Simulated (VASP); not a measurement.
Au:

```
Au
1.0
     0.00000    2.07698    2.07698
     2.07698    0.00000    2.07698
     2.07698    2.07698    0.00000
Au
1
Cartesian
  0.0000 0.0000 0.0000
```

Base run:

```yaml
Program: VASP 6.6.1
Functional: PBEsol
Potentials_or_basis: VASP PAW PBE potentials, release 64 (Au)
Cutoff: 520 eV
k_mesh: 12 × 12 × 12
Occupations: fermi-dirac, width 0.06 eV
Spin: no spin polarisation
```

Its results: pressure -7.9 GPa.

Q: The run is repeated on the same cell with these changes: functional from PBEsol to PBE; further incar settings from ALGO = Normal; EDIFF = 1e-07; NBANDS = 12 to ALGO = Normal; EDIFF = 1e-06; NBANDS = 12. What comes out?

A: Pressure 0.3 GPa.

Caveats: the PAW data sets were made with another functional, which shifts forces and pressure a little (some runs).
